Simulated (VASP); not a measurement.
# Al3VN4 (Pm-3m) in VASP: a series of runs

Runs on Al3VN4. Level: PBE. Tasks: single point, relaxation of cell and atoms.

All numbers are computed with VASP 6.6.1; they aren't measurements. Logs are shortened: lines on timing, memory, paths and dates and some standing lists are left out, and cuts for length are marked.

**1. The cell of the first run**

It takes space group Pm-3m (No. 221, cubic). The conventional cell has a = 4.108 Å, b = 4.108 Å, c = 4.108 Å, α = 90.00°, β = 90.00°, γ = 90.00°. Within 2.7 Å of Al (site symmetry 4/mmm) lie 6 N at 2.05 Å. Within 2.7 Å of V (site symmetry m-3m) lie 6 N at 2.05 Å. N (site symmetry 4/mmm) has 4 Al at 2.05 Å and 2 V at 2.05 Å within 2.7 Å. Within 2.7 Å of N (site symmetry m-3m) lie 6 Al at 2.05 Å.

**2. Single point, PBE, collinear spin, ferromagnetic start**

INCAR

```
SYSTEM = Al3VN4
PREC     = Accurate       ! precision mode
ENCUT    = 520            ! plane-wave cutoff, eV
EDIFF    = 1E-7           ! SCF threshold, eV
ISMEAR   = 0              ! smearing method
SIGMA    = 0.1            ! smearing width, eV
LREAL    = .False.        ! projectors in reciprocal space
LASPH    = .True.         ! aspherical terms in the spheres
NELM     = 150            ! most SCF steps
ALGO     = Normal         ! electronic algorithm
ISIF     = 2              ! what is computed and relaxed
LWAVE    = .False.        ! write WAVECAR
LCHARG   = .True.         ! write CHGCAR
ISPIN    = 2              ! spin polarisation
MAGMOM   = 0 0 0 2 0 0 0 0 ! initial moments
LORBIT   = 11             ! projections on sites
LMAXMIX  = 4              ! l up to which the mixer works
GGA      = PE             ! functional
LELF     = .True.         ! ELF
LVHAR    = .True.       
NBANDS   = 35             ! bands
```

KPOINTS

```
Automatic mesh
0
Gamma
  4 4 4
  0 0 0
```

POSCAR

```
Al3VN4
1.0
    4.1077747719      0.0000000000      0.0000000000
    0.0000000000      4.1077747719      0.0000000000
    0.0000000000      0.0000000000      4.1077747719
Al V N
3 1 4
Direct
    0.5000000000      0.0000000000      0.0000000000
    0.0000000000      0.0000000000      0.5000000000
    0.0000000000      0.5000000000      0.0000000000
    0.5000000000      0.5000000000      0.5000000000
    0.0000000000      0.5000000000      0.5000000000
    0.5000000000      0.5000000000      0.0000000000
    0.0000000000      0.0000000000      0.0000000000
    0.5000000000      0.0000000000      0.5000000000
```

Potentials or basis: VASP PAW PBE potentials, release 64 (Al, V_sv, N).

Command:

```bash
$ cat potpaw_PBE.64/Al/POTCAR potpaw_PBE.64/V_sv/POTCAR potpaw_PBE.64/N/POTCAR > POTCAR
$ mpirun -np 1 vasp_std > vasp.out
```

OUTCAR:

```text
SYSTEM = Al3VN4
   PREC = Accurate
   ENCUT = 520
   EDIFF = 1E-7
   ISMEAR = 0
   LREAL = .False.
   LASPH = .True.
   NELM = 150
   ISIF = 2
   ISPIN = 2
   LORBIT = 11
   GGA = PE

 ion  position               nearest neighbor table
   1  0.500  0.000  0.000-   6 2.05   7 2.05   8 2.05   8 2.05   6 2.05   7 2.05   2 2.90   4 2.90
                             2 2.90   3 2.90   4 2.90   3 2.90   4 2.90   2 2.90   3 2.90   4 2.90
   2  0.000  0.000  0.500-   5 2.05   7 2.05   8 2.05   7 2.05   5 2.05   8 2.05   1 2.90   3 2.90
                             1 2.90   3 2.90   4 2.90   3 2.90   3 2.90   1 2.90   4 2.90   4 2.90
   3  0.000  0.500  0.000-   5 2.05   6 2.05   7 2.05   5 2.05   7 2.05   6 2.05   2 2.90   4 2.90
                             1 2.90   1 2.90   2 2.90   2 2.90   2 2.90   1 2.90   4 2.90   4 2.90
   4  0.500  0.500  0.500-   5 2.05   6 2.05   8 2.05   6 2.05   8 2.05   5 2.05   1 2.90   3 2.90
                             1 2.90   1 2.90   2 2.90   2 2.90   1 2.90   2 2.90   3 2.90   3 2.90
   5  0.000  0.500  0.500-   2 2.05   3 2.05   4 2.05   3 2.05   2 2.05   4 2.05
   6  0.500  0.500  0.000-   1 2.05   3 2.05   4 2.05   4 2.05   1 2.05   3 2.05
   7  0.000  0.000  0.000-   1 2.05   2 2.05   3 2.05   2 2.05   3 2.05   1 2.05
   8  0.500  0.000  0.500-   1 2.05   2 2.05   4 2.05   1 2.05   4 2.05   2 2.05

  LATTYP: Found a simple cubic cell.
 ALAT       =     4.1077747719

  Lattice vectors:

 A1 = (   4.1077747719,   0.0000000000,   0.0000000000)
 A2 = (   0.0000000000,   4.1077747719,   0.0000000000)
 A3 = (   0.0000000000,   0.0000000000,   4.1077747719)

Analysis of symmetry for initial positions (statically):
=====================================================================
 Subroutine PRICEL returns:
 Original cell was already a primitive cell.

 Routine SETGRP: Setting up the symmetry group for a
 simple cubic supercell.

 Subroutine GETGRP returns: Found 48 space group operations
 (whereof 48 operations were pure point group operations)
 out of a pool of 48 trial point group operations.

The static configuration has the point symmetry O_h .

Analysis of symmetry for dynamics (positions and initial velocities):
=====================================================================
 Subroutine PRICEL returns:
 Original cell was already a primitive cell.

 Routine SETGRP: Setting up the symmetry group for a
 simple cubic supercell.

 Subroutine GETGRP returns: Found 48 space group operations
 (whereof 48 operations were pure point group operations)
 out of a pool of 48 trial point group operations.

The dynamic configuration has the point symmetry O_h .

Analysis of structural, dynamic, and magnetic symmetry:
=====================================================================
 Subroutine PRICEL returns:
 Original cell was already a primitive cell.

[... 155 lines left out ...]
 val. band max:       11.4026184087   @ k =   0.5000   0.2500   0.2500
 cond. band min:      11.7161688089   @ k =   0.5000   0.5000   0.0000
 fundamental gap:      0.3135504002
 Fermi energy:        11.6648280238

 spin component 1

 k-point     1 :       0.0000    0.0000    0.0000
  band No.  band energies     occupation
      1     -54.0075      1.00000
      2     -27.9099      1.00000
      3     -27.9099      1.00000
      4     -27.9099      1.00000
      5      -7.3734      1.00000
      6      -4.0504      1.00000
[... 349 lines left out ...]
     32      19.9700      0.00000
     33      20.0582      0.00000
 Fermi energy:        11.6648280238

 spin component 2

 k-point     1 :       0.0000    0.0000    0.0000
  band No.  band energies     occupation
      1     -52.6070      1.00000
      2     -26.5305      1.00000
      3     -26.5305      1.00000
      4     -26.5305      1.00000
      5      -7.3149      1.00000
      6      -3.9945      1.00000
[... 349 lines left out ...]
     32      20.0328      0.00000
     33      20.0748      0.00000
 [bands above 33 left out]

------------------------ aborting loop because EDIFF is reached ----------------------------------------

  FORCE on cell =-STRESS in cart. coord.  units (eV):
  Direction    XX          YY          ZZ          XY          YZ          ZX
  --------------------------------------------------------------------------------------
  -------------------------------------------------------------------------------------
  Total       -0.0987260     -0.0987260     -0.0987260      0.0000000      0.0000000     -0.0000000
  in kB       -2.2820349     -2.2820349     -2.2820349      0.0000000      0.0000000     -0.0000000
  external PRESSURE =      -2.2820349 kB  Pullay stress =       0.0000000 kB

 VOLUME and BASIS-vectors are now :
 -----------------------------------------------------------------------------
  energy-cutoff  :      520.00
  volume of cell :       69.31
      direct lattice vectors                 reciprocal lattice vectors
     4.107774772  0.000000000  0.000000000     0.243440806  0.000000000  0.000000000
     0.000000000  4.107774772  0.000000000     0.000000000  0.243440806  0.000000000
     0.000000000  0.000000000  4.107774772     0.000000000  0.000000000  0.243440806

 POSITION                                       TOTAL-FORCE (eV/Angst)
 -----------------------------------------------------------------------------------
      2.05389      0.00000      0.00000         0.000000      0.000000      0.000000
      0.00000      0.00000      2.05389         0.000000      0.000000      0.000000
      0.00000      2.05389      0.00000         0.000000      0.000000      0.000000
      2.05389      2.05389      2.05389         0.000000      0.000000      0.000000
      0.00000      2.05389      2.05389         0.000000      0.000000      0.000000
      2.05389      2.05389      0.00000         0.000000      0.000000      0.000000
      0.00000      0.00000      0.00000         0.000000      0.000000      0.000000
      2.05389      0.00000      2.05389         0.000000      0.000000      0.000000
 -----------------------------------------------------------------------------------
    total drift:                                0.000000     -0.000000     -0.000000

  FREE ENERGIE OF THE ION-ELECTRON SYSTEM (eV)
  ---------------------------------------------------
  free  energy   TOTEN  =       -62.0564930304 eV

  energy  without entropy=      -62.0441435877  energy(sigma->0) =      -62.05031831

 total charge

# of ion       s       p       d       tot
------------------------------------------
    1        0.310   0.376   0.000   0.686
    2        0.310   0.376   0.000   0.686
    3        0.310   0.376   0.000   0.686
    4        2.256   6.300   3.124  11.680
    5        1.226   2.591   0.000   3.817
    6        1.226   2.591   0.000   3.817
    7        1.219   2.610   0.000   3.828
    8        1.226   2.591   0.000   3.817
--------------------------------------------------
tot          8.084  17.810   3.124  29.017

 magnetization (x)

# of ion       s       p       d       tot
------------------------------------------
    1        0.005   0.000   0.000   0.005
    2        0.005   0.000   0.000   0.005
    3        0.005   0.000   0.000   0.005
    4        0.010   0.011   1.360   1.381
    5       -0.000   0.014   0.000   0.014
    6       -0.000   0.014   0.000   0.014
    7        0.000  -0.002   0.000  -0.002
    8       -0.000   0.014   0.000   0.014
--------------------------------------------------
tot          0.023   0.052   1.360   1.435
```

OSZICAR:

```text
N       E                     dE             d eps       ncg     rms          rms(c)
DAV:   1     0.318497415387E+03    0.31850E+03   -0.21360E+04  1416   0.119E+03
DAV:   2    -0.499435751144E+02   -0.36844E+03   -0.35126E+03  1604   0.335E+02
DAV:   3    -0.719776716908E+02   -0.22034E+02   -0.21630E+02  1716   0.857E+01
DAV:   4    -0.723260182149E+02   -0.34835E+00   -0.34740E+00  1826   0.113E+01
DAV:   5    -0.723308696125E+02   -0.48514E-02   -0.48495E-02  1701   0.131E+00    0.319E+01
DAV:   6    -0.628362658993E+02    0.94946E+01   -0.41086E+01  1606   0.460E+01    0.116E+01
DAV:   7    -0.622801540258E+02    0.55611E+00   -0.14928E+01  1554   0.316E+01    0.121E+01
DAV:   8    -0.621101074870E+02    0.17005E+00   -0.46902E-01  1691   0.512E+00    0.652E+00
DAV:   9    -0.620592071106E+02    0.50900E-01   -0.21900E-01  1613   0.346E+00    0.156E+00
DAV:  10    -0.620570820999E+02    0.21250E-02   -0.18992E-02  1560   0.107E+00    0.497E-01
DAV:  11    -0.620564643416E+02    0.61776E-03   -0.52600E-03  1743   0.463E-01    0.203E-01
DAV:  12    -0.620564768202E+02   -0.12479E-04   -0.37498E-04  1617   0.143E-01    0.103E-01
DAV:  13    -0.620564968489E+02   -0.20029E-04   -0.97063E-05  1623   0.768E-02    0.333E-02
DAV:  14    -0.620564932940E+02    0.35549E-05   -0.13608E-05  1713   0.322E-02    0.910E-03
DAV:  15    -0.620564929427E+02    0.35124E-06   -0.49481E-06  1706   0.176E-02    0.621E-03
DAV:  16    -0.620564930824E+02   -0.13962E-06   -0.72344E-07  1564   0.676E-03    0.271E-03
DAV:  17    -0.620564930304E+02    0.51994E-07   -0.58722E-08   865   0.167E-03
   1 F= -.62056493E+02 E0= -.62050318E+02  d E =-.123494E-01  mag=     1.6250
```

Run time: 88 s. Hardware: 1 thread of Intel Xeon 8259CL, shared host; peak memory 0.22 GiB.

What came out:

```
Free energy                                           : -62.0565 eV
Pressure                                              : -0.2 GPa
Net moment                                            : 1.63 μB per cell
Site moments                                          : Al +0.01; V +1.38; N +0.01, -0.00 (each value once) μB
Valence electrons inside the program's atomic spheres : Al 0.69; V 11.68; N 3.82, 3.83 (each value once)
```

Levels at points of the mesh, in eV from the Fermi level:
Spin up:
```tsv
k point	band 17	band 18	band 19	band 20	band 21	band 22	band 23	band 24	band 25	band 26
(0.00, 0.00, 0.00)	-4.04	-2.06	-2.06	-2.06	-2.01	-2.01	-2.01	0.86	0.86	2.02
(0.50, 0.00, 0.00)	-4.14	-4.14	-3.05	-3.05	-1.85	0.07	0.07	0.98	2.94	5.04
(0.50, 0.50, 0.00)	-4.40	-3.38	-3.27	-3.27	0.05	0.05	0.30	1.82	5.07	5.95
(0.50, 0.50, 0.50)	-3.68	-3.33	-3.33	-3.33	0.61	0.61	0.61	3.56	4.00	4.00
```
Spin down:
```csv
k point,band 17,band 18,band 19,band 20,band 21,band 22,band 23,band 24
"(0.00, 0.00, 0.00)",-3.99,-2.03,-2.03,-2.03,-0.71,-0.71,-0.71,1.44
"(0.50, 0.00, 0.00)",-4.01,-4.01,-3.00,-3.00,-0.46,1.48,1.48,1.70
"(0.50, 0.50, 0.00)",-4.28,-3.33,-3.23,-3.23,1.51,1.51,1.85,2.52
"(0.50, 0.50, 0.50)",-3.51,-3.28,-3.28,-3.28,2.09,2.09,2.09,3.62
```

Caveat: the k points lie up to 0.38 Å⁻¹ apart.

**3. Single point, PBE, collinear spin, ferromagnetic start**

This run uses another cell than the first one, of 12.73 Å³/atom.

INCAR

```
SYSTEM = Al3VN4
PREC     = Accurate       ! precision mode
ENCUT    = 520            ! plane-wave cutoff, eV
EDIFF    = 1E-6           ! SCF threshold, eV
ISMEAR   = 0              ! smearing method
SIGMA    = 0.1            ! smearing width, eV
LREAL    = .FALSE.        ! projectors in reciprocal space
LASPH    = .TRUE.         ! aspherical terms in the spheres
NELM     = 150            ! most SCF steps
ALGO     = Normal         ! electronic algorithm
ISIF     = 2              ! what is computed and relaxed
LWAVE    = .FALSE.        ! write WAVECAR
LCHARG   = .FALSE.        ! write CHGCAR
ISPIN    = 2              ! spin polarisation
MAGMOM   = 0 0 0 2 0 0 0 0 ! initial moments
LORBIT   = 11             ! projections on sites
LMAXMIX  = 4              ! l up to which the mixer works
GGA      = PE             ! functional
NBANDS   = 35             ! bands
```

KPOINTS

```
regular mesh
0
G
  4 4 4
  0 0 0
```

Edit POSCAR of step 2 so:

```diff
@@ -2,5 +2,5 @@
 1.0
-    4.1077747719      0.0000000000      0.0000000000
-    0.0000000000      4.1077747719      0.0000000000
-    0.0000000000      0.0000000000      4.1077747719
+    4.6702703300      0.0000000000      0.0000000000
+    0.0000000000      4.6702703300      0.0000000000
+    0.0000000000      0.0000000000      4.6702703300
 Al V N
```

Potentials or basis: VASP PAW PBE potentials, release 64 (Al, V_sv, N).

Command:

```bash
$ cat potpaw_PBE.64/Al/POTCAR potpaw_PBE.64/V_sv/POTCAR potpaw_PBE.64/N/POTCAR > POTCAR
$ mpirun -np 1 vasp_std > vasp.out
```

Wall time 2.4 min (1 thread of Intel Xeon 8259CL, shared host); peak memory 0.26 GiB.

Results (log left out):

```yaml
Free_energy: -56.0081 eV
Pressure: -42.5 GPa
Band_gap_on_the_k_mesh: zero (filled and empty bands overlap)
Net_moment: 1.97 μB per cell
Site_moments: Al +0.01; V +1.85; N -0.04, -0.01 (each value once) μB
Valence_electrons_inside_the_program's_atomic_spheres: Al 0.55; V 11.11; N 3.56
```

Levels at points of the mesh, in eV from the Fermi level:
Spin up:
```
           k point  band 17  band 18  band 19  band 20  band 21  band 22  band 23  band 24  band 25  band 26
(0.00, 0.00, 0.00)    -2.29    -0.96    -0.96    -0.96    -0.83    -0.83    -0.83    -0.22     0.17     0.17
(0.50, 0.00, 0.00)    -2.27    -2.27    -1.52    -1.52    -0.92     0.09     0.09     0.67     1.76     2.66
(0.50, 0.50, 0.00)    -2.48    -1.54    -1.50    -1.50     0.02     0.06     0.06     1.09     3.44     4.54
(0.50, 0.50, 0.50)    -1.85    -1.49    -1.49    -1.49     0.35     0.35     0.35     2.74     3.21     3.21
```
Spin down:
| k point | band 17 | band 18 | band 19 | band 20 | band 21 | band 22 | band 23 | band 24 |
| --- | --- | --- | --- | --- | --- | --- | --- | --- |
| (0.00, 0.00, 0.00) | -2.29 | -0.88 | -0.88 | -0.88 | -0.22 | 0.19 | 0.19 | 0.98 |
| (0.50, 0.00, 0.00) | -2.14 | -2.14 | -1.56 | -1.56 | 1.09 | 1.72 | 2.03 | 2.03 |
| (0.50, 0.50, 0.00) | -2.45 | -1.57 | -1.52 | -1.52 | 2.05 | 2.05 | 2.08 | 2.12 |
| (0.50, 0.50, 0.50) | -1.64 | -1.51 | -1.51 | -1.51 | 2.32 | 2.32 | 2.32 | 2.78 |

Caveat: the cell stands under tension. With open d or f shells a metallic result of PBE can be an artefact of self-interaction; +U or a hybrid may open a gap.

[end of part 1 of 2]
